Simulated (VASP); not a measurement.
# SiNi3 (Pm-3m) in VASP: notebook

Aim: see how the results for SiNi3 move with the level of theory and the settings. Levels: revPBE, PBE. Tasks: single point, relaxation of cell and atoms.

All numbers are computed with VASP 6.6.1; they aren't measurements. Logs are shortened: lines on timing, memory, paths and dates and some standing lists are left out, and cuts for length are marked.

### Step 1. The cell of the first run

The structure is cubic, space group Pm-3m (No. 221). The conventional cell has a = 3.526 Å, b = 3.526 Å, c = 3.526 Å, α = 90.00°, β = 90.00°, γ = 90.00°. Ni (site symmetry 4/mmm) has 8 Ni at 2.49 Å and 4 Si at 2.49 Å within 3.3 Å. Si (site symmetry m-3m) has 12 Ni at 2.49 Å within 3.3 Å.

### Step 2. Single point, revPBE, collinear spin, ferromagnetic start

Contents of INCAR:

```
SYSTEM = SiNi3
PREC = Accurate
ENCUT = 520
EDIFF = 1E-7
ISMEAR = -1
SIGMA = 0.05
LREAL = .False.
LASPH = .True.
NELM = 150
ALGO = Normal
ISIF = 2
LWAVE = .False.
LCHARG = .False.
ISPIN = 2
MAGMOM = 1 1 1 0
LORBIT = 11
LMAXMIX = 4
GGA = RE
NBANDS = 29
```

Contents of KPOINTS:

```
regular mesh
0
Gamma
  8 8 8
  0 0 0
```

Contents of POSCAR:

```
SiNi3
1.0
    3.5257708406      0.0000000000      0.0000000000
    0.0000000000      3.5257708406      0.0000000000
    0.0000000000      0.0000000000      3.5257708406
Ni Si
3 1
Direct
    0.5000000000      0.5000000000      0.0000000000
    0.5000000000      0.0000000000      0.5000000000
    0.0000000000      0.5000000000      0.5000000000
    0.0000000000      0.0000000000      0.0000000000
```

Potentials or basis: VASP PAW PBE potentials, release 64 (Ni, Si).

On the command line:

```sh
> cat potpaw_PBE.64/Ni/POTCAR potpaw_PBE.64/Si/POTCAR > POTCAR
> mpirun -np 1 vasp_std > vasp.out
```

OUTCAR:

```text
SYSTEM = SiNi3
   PREC = Accurate
   ENCUT = 520
   EDIFF = 1E-7
   ISMEAR = -1
   LREAL = .False.
   LASPH = .True.
   NELM = 150
   ISIF = 2
   ISPIN = 2
   LORBIT = 11
   GGA = RE

 ion  position               nearest neighbor table
   1  0.500  0.500  0.000-   2 2.49   3 2.49   4 2.49   2 2.49   3 2.49   2 2.49   4 2.49   2 2.49
                             3 2.49   4 2.49   3 2.49   4 2.49
   2  0.500  0.000  0.500-   1 2.49   3 2.49   4 2.49   1 2.49   4 2.49   1 2.49   3 2.49   1 2.49
                             3 2.49   4 2.49   4 2.49   3 2.49
   3  0.000  0.500  0.500-   1 2.49   2 2.49   4 2.49   1 2.49   4 2.49   2 2.49   4 2.49   4 2.49
                             1 2.49   2 2.49   1 2.49   2 2.49
   4  0.000  0.000  0.000-   1 2.49   2 2.49   3 2.49   2 2.49   3 2.49   1 2.49   3 2.49   3 2.49
                             1 2.49   2 2.49   2 2.49   1 2.49

  LATTYP: Found a simple cubic cell.
 ALAT       =     3.5257708406

  Lattice vectors:

 A1 = (   3.5257708406,   0.0000000000,   0.0000000000)
 A2 = (   0.0000000000,   3.5257708406,   0.0000000000)
 A3 = (   0.0000000000,   0.0000000000,   3.5257708406)

Analysis of symmetry for initial positions (statically):
=====================================================================
 Subroutine PRICEL returns:
 Original cell was already a primitive cell.

 Routine SETGRP: Setting up the symmetry group for a
 simple cubic supercell.

 Subroutine GETGRP returns: Found 48 space group operations
 (whereof 48 operations were pure point group operations)
 out of a pool of 48 trial point group operations.

The static configuration has the point symmetry O_h .

Analysis of symmetry for dynamics (positions and initial velocities):
=====================================================================
 Subroutine PRICEL returns:
 Original cell was already a primitive cell.

 Routine SETGRP: Setting up the symmetry group for a
 simple cubic supercell.

 Subroutine GETGRP returns: Found 48 space group operations
 (whereof 48 operations were pure point group operations)
 out of a pool of 48 trial point group operations.

The dynamic configuration has the point symmetry O_h .

Analysis of structural, dynamic, and magnetic symmetry:
=====================================================================
 Subroutine PRICEL returns:
 Original cell was already a primitive cell.

 Routine SETGRP: Setting up the symmetry group for a
 simple cubic supercell.

 Subroutine GETGRP returns: Found 48 space group operations
 (whereof 48 operations were pure point group operations)
 out of a pool of 48 trial point group operations.

The overall configuration has the point symmetry O_h .
[... 133 lines left out ...]
   LRPA    =     F    only Hartree local field effects (RPA)
 spin polarized calculation
  energy-cutoff  :      520.00
  volume of cell :       43.83
 maximum number of plane-waves:      1208
 NGX is ok and might be reduce to    28
   NGX = 13   NGY = 13   NGZ = 13

 number of electron      33.9999981 magnetization      -0.0015751

 number of electron      33.9999981 magnetization       0.0001350

 Free energy of the ion-electron system (eV)
  ---------------------------------------------------
  ext. energy  EPLUGINS =         0.00000000
  ---------------------------------------------------
  free energy    TOTEN  =       -22.17235158 eV

  energy without entropy =      -22.15379703  energy(sigma->0) =      -22.16307431

 E-fermi :  10.4986     XC(G=0): -12.9411

 val. band max:       10.4369982744   @ k =   0.1250   0.1250   0.0000
 cond. band min:      10.5068504823   @ k =   0.5000   0.3750   0.3750
 fundamental gap:      0.0698522079
 Fermi energy:        10.4986156282

 spin component 1

 k-point     1 :       0.0000    0.0000    0.0000
  band No.  band energies     occupation
      1      -1.2961      1.00000
      2       5.7356      1.00000
      3       6.5461      1.00000
      4       6.5461      1.00000
      5       7.0571      1.00000
      6       7.0571      1.00000
[... 757 lines left out ...]
     28      25.2421      0.00000
     29      27.3947      0.00000

 [... further k-points ...]

 spin component 2

 k-point     1 :       0.0000    0.0000    0.0000
  band No.  band energies     occupation
      1      -1.2961      1.00000
      2       5.7356      1.00000
      3       6.5461      1.00000
      4       6.5461      1.00000
      5       7.0572      1.00000
      6       7.0572      1.00000
[... 757 lines left out ...]
     28      25.2421      0.00000
     29      27.3947      0.00000

 [... further k-points ...]

------------------------ aborting loop because EDIFF is reached ----------------------------------------

  FORCE on cell =-STRESS in cart. coord.  units (eV):
  Direction    XX          YY          ZZ          XY          YZ          ZX
  --------------------------------------------------------------------------------------
  -------------------------------------------------------------------------------------
  Total        0.0162590      0.0162590      0.0162590     -0.0000000     -0.0000000      0.0000000
  in kB        0.5943495      0.5943495      0.5943495     -0.0000000     -0.0000000      0.0000000
  external PRESSURE =       0.5943495 kB  Pullay stress =       0.0000000 kB

 VOLUME and BASIS-vectors are now :
 -----------------------------------------------------------------------------
  energy-cutoff  :      520.00
  volume of cell :       43.83
      direct lattice vectors                 reciprocal lattice vectors
     3.525770841  0.000000000  0.000000000     0.283625920  0.000000000  0.000000000
     0.000000000  3.525770841  0.000000000     0.000000000  0.283625920  0.000000000
     0.000000000  0.000000000  3.525770841     0.000000000  0.000000000  0.283625920

 POSITION                                       TOTAL-FORCE (eV/Angst)
 -----------------------------------------------------------------------------------
      1.76289      1.76289      0.00000         0.000000      0.000000      0.000000
      1.76289      0.00000      1.76289         0.000000      0.000000      0.000000
      0.00000      1.76289      1.76289         0.000000      0.000000      0.000000
      0.00000      0.00000      0.00000         0.000000      0.000000      0.000000
 -----------------------------------------------------------------------------------
    total drift:                                0.000000      0.000000      0.000000

  FREE ENERGIE OF THE ION-ELECTRON SYSTEM (eV)
  ---------------------------------------------------
  free  energy   TOTEN  =       -22.1723515817 eV

  energy  without entropy=      -22.1537970304  energy(sigma->0) =      -22.16307431

 total charge

# of ion       s       p       d       tot
------------------------------------------
    1        0.476   0.552   8.396   9.424
    2        0.476   0.552   8.396   9.424
    3        0.476   0.552   8.396   9.424
    4        0.730   0.814   0.000   1.544
--------------------------------------------------
tot          2.157   2.471  25.188  29.817

 magnetization (x)

# of ion       s       p       d       tot
------------------------------------------
    1       -0.000  -0.000   0.000   0.000
    2       -0.000  -0.000   0.000   0.000
    3       -0.000  -0.000   0.000   0.000
    4       -0.000  -0.000   0.000  -0.000
--------------------------------------------------
tot         -0.000  -0.000   0.000   0.000
```

OSZICAR:

```text
N       E                     dE             d eps       ncg     rms          rms(c)
DAV:   1     0.208852350798E+03    0.20885E+03   -0.14548E+04  4132   0.153E+03
DAV:   2    -0.110366380071E+02   -0.21989E+03   -0.20415E+03  4075   0.302E+02
DAV:   3    -0.251934945872E+02   -0.14157E+02   -0.13342E+02  4637   0.916E+01
DAV:   4    -0.254486412709E+02   -0.25515E+00   -0.25461E+00  4516   0.121E+01
DAV:   5    -0.254557390864E+02   -0.70978E-02   -0.70971E-02  4984   0.176E+00    0.199E+01
DAV:   6    -0.258487672052E+02   -0.39303E+00   -0.24308E+01  4900   0.890E+01    0.186E+01
DAV:   7    -0.222336932057E+02    0.36151E+01   -0.91996E+00  4952   0.502E+01    0.403E+00
DAV:   8    -0.221845109185E+02    0.49182E-01   -0.23145E-01  4995   0.400E+00    0.153E+00
DAV:   9    -0.221743476493E+02    0.10163E-01   -0.15112E-02  5800   0.137E+00    0.632E-01
DAV:  10    -0.221728131960E+02    0.15345E-02   -0.11594E-03  5269   0.323E-01    0.325E-01
DAV:  11    -0.221722944317E+02    0.51876E-03   -0.28157E-04  5587   0.264E-01    0.988E-02
DAV:  12    -0.221723567023E+02   -0.62271E-04   -0.11019E-04  5622   0.126E-01    0.434E-02
DAV:  13    -0.221723580578E+02   -0.13555E-05   -0.14595E-05  5380   0.470E-02    0.209E-02
DAV:  14    -0.221723527263E+02    0.53315E-05   -0.33312E-06  5548   0.223E-02    0.617E-03
DAV:  15    -0.221723520918E+02    0.63448E-06   -0.81593E-07  4622   0.998E-03    0.222E-03
DAV:  16    -0.221723516813E+02    0.41046E-06   -0.32168E-08  2505   0.203E-03    0.108E-03
DAV:  17    -0.221723515817E+02    0.99624E-07   -0.10682E-08  2365   0.928E-04
   1 F= -.22172352E+02 E0= -.22163074E+02  d E =-.185546E-01  mag=     0.0001
```

Wall time 2.3 min (1 thread of Intel Xeon 8259CL, shared host); peak memory 0.21 GiB.

What came out:

```
Free energy                                           : -22.1724 eV
Pressure                                              : 0.1 GPa
Band gap on the k mesh                                : zero (filled and empty bands overlap)
Net moment                                            : 0.00 μB per cell
Valence electrons inside the program's atomic spheres : Ni 9.42; Si 1.54
```

Caveat: the PAW data sets were made with another functional, which shifts forces and pressure a little.

### Step 3. Relaxation of cell and atoms, revPBE, collinear spin, ferromagnetic start

This run uses another cell than the first one, of 11.11 Å³/atom.

Contents of INCAR:

```
SYSTEM = SiNi3
  PREC = Accurate
  ENCUT = 600
  EDIFF = 1E-6
  ISMEAR = -1
  SIGMA = 0.05
  LREAL = .False.
  LASPH = .True.
  NELM = 150
  ALGO = Fast
  ISIF = 3
  LWAVE = .False.
  LCHARG = .False.
  ISPIN = 2
  MAGMOM = 1 1 1 0
  LORBIT = 11
  LMAXMIX = 4
  GGA = RE
  IBRION = 2
  NSW = 60
  EDIFFG = -0.01
```

KPOINTS is that of step 2.

Contents of POSCAR:

```
SiNi3
1.0
    3.5420000000      0.0000000000      0.0000000000
    0.0000000000      3.5420000000      0.0000000000
    0.0000000000      0.0000000000      3.5420000000
Ni Si
3 1
Direct
    0.5000000000      0.5000000000      0.0000000000
    0.5000000000      0.0000000000      0.5000000000
    0.0000000000      0.5000000000      0.5000000000
    0.0000000000      0.0000000000      0.0000000000
```

Potentials or basis: VASP PAW PBE potentials, release 64 (Ni, Si).

On the command line:

```sh
> cat potpaw_PBE.64/Ni/POTCAR potpaw_PBE.64/Si/POTCAR > POTCAR
> mpirun -np 1 vasp_std > vasp.out
```

It took 4.1 min on 1 thread of Intel Xeon 8259CL, shared host; peak memory 0.22 GiB.

The run converged. Its results:

| Item | Value |
| --- | --- |
| Free energy | -22.1712 eV |
| Relaxed volume | 10.96 Å³/atom |
| Relaxed cell | a = 3.526 Å, b = 3.526 Å, c = 3.526 Å, α = 90.00°, β = 90.00°, γ = 90.00° |
| Space group after relaxing (to 0.1 Å) | Pm-3m (No. 221) |
| Energy gained by relaxing | 1.3 meV/atom |
| Ionic steps | 3 |
| Pressure after relaxing | 0.1 GPa |
| Band gap on the k mesh | zero (filled and empty bands overlap) |
| Net moment | 0.00 μB per cell |
| Valence electrons inside the program's atomic spheres | Ni 9.42; Si 1.54 |

The path:
| step | energy change (eV) | largest force (eV/Å) | pressure (GPa) | volume (Å³) |
| --- | --- | --- | --- | --- |
| 1 | 0.0000 | 0.0000 | -2.72 | 44.44 |
| 2 | 0.0000 | 0.0000 | 2.90 | 43.23 |
| 3 | -0.0052 | 0.0000 | 0.07 | 43.83 |

Final structure:
```
Ni Si
1.0
     3.52572    0.00000    0.00000
     0.00000    3.52572    0.00000
     0.00000    0.00000    3.52572
Ni Si
3 1
Direct
  0.50000 0.50000 0.00000
  0.50000 0.00000 0.50000
  0.00000 0.50000 0.50000
  0.00000 0.00000 0.00000
```

Levels at points of the mesh, in eV from the Fermi level:
Spin up:
```
           k point  band 15  band 16  band 17  band 18  band 19  band 20
(0.00, 0.00, 0.00)    -0.61    -0.30     0.03     0.03     0.03     4.71
(0.50, 0.00, 0.00)    -1.12    -0.55     0.03     3.54     3.54     5.12
(0.50, 0.50, 0.00)    -1.08    -0.99    -0.92     0.63     0.63     5.49
(0.50, 0.50, 0.50)    -1.21    -0.36    -0.21    -0.21    -0.21     1.15
```
Spin down:
```csv
k point,band 14,band 15,band 16,band 17,band 18,band 19,band 20,band 21
"(0.00, 0.00, 0.00)",-0.61,-0.61,-0.30,0.03,0.03,0.03,4.71,6.23
"(0.50, 0.00, 0.00)",-1.26,-1.12,-0.55,0.03,3.54,3.54,5.12,5.22
"(0.50, 0.50, 0.00)",-1.39,-1.08,-0.99,-0.92,0.63,0.63,5.49,6.26
"(0.50, 0.50, 0.50)",-1.21,-1.21,-0.36,-0.21,-0.21,-0.21,1.15,3.95
```

Caveat: the PAW data sets were made with another functional, which shifts forces and pressure a little.

### Step 4. Single point, PBE, collinear spin, ferromagnetic start

This run uses another cell than the first one, of 11.11 Å³/atom.

Contents of INCAR:

```
PREC = Accurate ; ENCUT = 600
EDIFF = 1E-6 ; ISMEAR = -1
SIGMA = 0.05 ; LREAL = F
LASPH = T ; NELM = 200
ALGO = Normal ; ISIF = 2
LWAVE = F ; LCHARG = F
ISPIN = 2 ; MAGMOM = 0.734 0.733 0.733 0
LORBIT = 11 ; NUPDOWN = 2.2
LMAXMIX = 4 ; GGA = PE
NBANDS = 29 ; GGA_COMPAT = F
```

Contents of KPOINTS:

```
Automatic mesh
0
Gamma
  8 8 8
```

POSCAR is that of step 3.

On the command line:

```sh
> cat potpaw_PBE.64/Ni/POTCAR potpaw_PBE.64/Si/POTCAR > POTCAR
> mpirun -np 1 vasp_std > vasp.out
```

Run time: 4.7 min. Hardware: 1 thread of AMD EPYC 7R43 (Zen 3), shared host; peak memory 0.25 GiB.

The run converged. Its results:

- Free energy: -23.0735 eV
- Pressure: -1.5 GPa
- Net moment: 2.20 μB per cell
- Site moments: Ni +0.69; Si +0.06 μB
- Valence electrons inside the program's atomic spheres: Ni 9.38; Si 1.56

Caveat: the total moment is fixed, so each spin has its own Fermi level.

### Step 5. The runs side by side

| task | level | fixed moment (μB) | cell | cutoff (eV) | gap on the mesh (eV) | pressure (GPa) | moment (μB) |
| --- | --- | --- | --- | --- | --- | --- | --- |
| single point | revPBE | - | a = 3.526 Å, 4 atoms | 520 | none | 0.1 | 0.00 |
| relaxation of cell and atoms | revPBE | - | relaxed from a = 3.542 Å, 4 atoms | 600 | none | 0.1 | 0.00 |
| single point | PBE | 2.2 | a = 3.542 Å, 4 atoms | 600 | - | -1.5 | 2.20 |

Alike in all rows: potentials or basis VASP PAW PBE potentials, release 64 (Ni, Si); spin collinear, ferromagnetic start; k mesh 8 × 8 × 8; smearing fermi-dirac 0.05 eV.

Caveats: the PAW data sets were made with another functional, which shifts forces and pressure a little (at least some runs); the total moment is fixed, so each spin has its own Fermi level (at least some runs).

Total energies depend on the potentials used, so only differences within one code and one set of settings carry meaning.
